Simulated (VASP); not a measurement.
A run of VASP 6.6.1 is set up as follows.

Contents of INCAR:

```
SYSTEM = Si63Se
PREC = Accurate ; ENCUT = 520
EDIFF = 1E-6 ; ISMEAR = 0
SIGMA = 0.01 ; LREAL = Auto
LASPH = .TRUE. ; NELM = 150
ALGO = Normal ; ISIF = 2
LWAVE = .FALSE. ; LCHARG = .FALSE.
ISPIN = 2 ; MAGMOM = 1 0 0 0 0 0 0 0 0 0 0 0 0 0 0 0 0 0 0 0 0 0 0 0 0 0 0 0 0 0 0 0 0 0 0 0 0 0 0 0 0 0 0 0 0 0 0 0 0 0 0 0 0 0 0 0 0 0 0 0 0 0 0 0
LORBIT = 11 ; NUPDOWN = 1.0
GGA = PE ; NELECT = 257.0
NBANDS = 171
```

File KPOINTS:

```
Automatic mesh
0
G
  1 1 1
  0 0 0
```

POSCAR

```
Si63Se
1.0
   10.8620000000      0.0000000000      0.0000000000
    0.0000000000     10.8620000000      0.0000000000
    0.0000000000      0.0000000000     10.8620000000
Se Si
1 63
Direct
    0.0000000000      0.0000000000      0.0000000000
   -0.0019636080      0.2516068262      0.2516068262
    0.2516068262     -0.0019636080      0.2516068262
    0.2516068262      0.2516068262     -0.0019636080
    0.1350358561      0.1350358561      0.1350358561
    0.1257928042      0.3750926241      0.3750926241
    0.3750926241      0.1257928042      0.3750926241
    0.3750926241      0.3750926241      0.1257928042
    0.0000000000      0.0000000000      0.5000000000
    0.0019636080      0.2516068262      0.7483931738
    0.2516068262      0.0019636080      0.7483931738
    0.2501681270      0.2501681270      0.4997590210
    0.1251801743      0.1251801743      0.6242210271
    0.1251801743      0.3757789729      0.8748198257
    0.3757789729      0.1251801743      0.8748198257
    0.3749198308      0.3749198308      0.6250801692
    0.0000000000      0.5000000000      0.0000000000
    0.0019636080      0.7483931738      0.2516068262
    0.2501681270      0.4997590210      0.2501681270
    0.2516068262      0.7483931738      0.0019636080
    0.1251801743      0.6242210271      0.1251801743
    0.1251801743      0.8748198257      0.3757789729
    0.3749198308      0.6250801692      0.3749198308
    0.3757789729      0.8748198257      0.1251801743
    0.0000000000      0.5000000000      0.5000000000
   -0.0019636080      0.7483931738      0.7483931738
    0.2501681270      0.5002409790      0.7498318730
    0.2501681270      0.7498318730      0.5002409790
    0.1257928042      0.6249073759      0.6249073759
    0.1350358561      0.8649641439      0.8649641439
    0.3750926241      0.6249073759      0.8742071958
    0.3750926241      0.8742071958      0.6249073759
    0.5000000000      0.0000000000      0.0000000000
    0.4997590210      0.2501681270      0.2501681270
    0.7483931738      0.0019636080      0.2516068262
    0.7483931738      0.2516068262      0.0019636080
    0.6242210271      0.1251801743      0.1251801743
    0.6250801692      0.3749198308      0.3749198308
    0.8748198257      0.1251801743      0.3757789729
    0.8748198257      0.3757789729      0.1251801743
    0.5000000000      0.0000000000      0.5000000000
    0.5002409790      0.2501681270      0.7498318730
    0.7483931738     -0.0019636080      0.7483931738
    0.7498318730      0.2501681270      0.5002409790
    0.6249073759      0.1257928042      0.6249073759
    0.6249073759      0.3750926241      0.8742071958
    0.8649641439      0.1350358561      0.8649641439
    0.8742071958      0.3750926241      0.6249073759
    0.5000000000      0.5000000000      0.0000000000
    0.5002409790      0.7498318730      0.2501681270
    0.7498318730      0.5002409790      0.2501681270
    0.7483931738      0.7483931738     -0.0019636080
    0.6249073759      0.6249073759      0.1257928042
    0.6249073759      0.8742071958      0.3750926241
    0.8742071958      0.6249073759      0.3750926241
    0.8649641439      0.8649641439      0.1350358561
    0.5000000000      0.5000000000      0.5000000000
    0.4997590210      0.7498318730      0.7498318730
    0.7498318730      0.4997590210      0.7498318730
    0.7498318730      0.7498318730      0.4997590210
    0.6250801692      0.6250801692      0.6250801692
    0.6242210271      0.8748198257      0.8748198257
    0.8748198257      0.6242210271      0.8748198257
    0.8748198257      0.8748198257      0.6242210271
```

Potentials or basis: VASP PAW PBE potentials, release 64 (Se, Si).

The run is started by

```sh
$ cat potpaw_PBE.64/Se/POTCAR potpaw_PBE.64/Si/POTCAR > POTCAR
$ mpirun -np 1 vasp_gam > vasp.out
```

(1) Estimate the largest force.

Answers

(1) 0.013 eV/Å.

Caveat: the k points lie up to 0.58 Å⁻¹ apart; the cell carries a net charge on a neutralising background, which shifts energy and pressure; the total moment is fixed, so each spin has its own Fermi level and the state may be an excited one.
